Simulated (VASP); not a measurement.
A run of VASP 6.6.1:

Contents of INCAR:

```
PREC = Accurate
ENCUT = 520
EDIFF = 1E-6
ISMEAR = 0
SIGMA = 0.02
LREAL = False
LASPH = True
NELM = 150
ALGO = Normal
ISIF = 2
LWAVE = False
LCHARG = False
LNONCOLLINEAR = True
MAGMOM = 0 0 0 0 0 0
LORBIT = 11
LSORBIT = True
GGA_COMPAT = False
LORBMOM = True
GGA = PS
NBANDS = 30
```

File KPOINTS:

```
Automatic mesh
0
Gamma
  10 10 10
```

POSCAR

```
InP
1.0
    0.0000000000      2.9390910338      2.9390910338
    2.9390910338      0.0000000000      2.9390910338
    2.9390910338      2.9390910338      0.0000000000
In P
1 1
Direct
    0.0000000000      0.0000000000      0.0000000000
    0.2500000000      0.2500000000      0.2500000000
```

Potentials or basis: VASP PAW PBE potentials, release 64 (In_d, P).

Launch:

```sh
$ cat potpaw_PBE.64/In_d/POTCAR potpaw_PBE.64/P/POTCAR > POTCAR
$ mpirun -np 1 vasp_ncl > vasp.out
```

Hardware: 1 thread of Intel Xeon 8259CL (shared host).

**Question.** How long does it take, and how much memory?

**Answer.** Run time: 5.3 min on 1 thread of Intel Xeon 8259CL, with other jobs on the host, peak memory 0.4 GiB. Counts: scf iterations 13, k points 73.
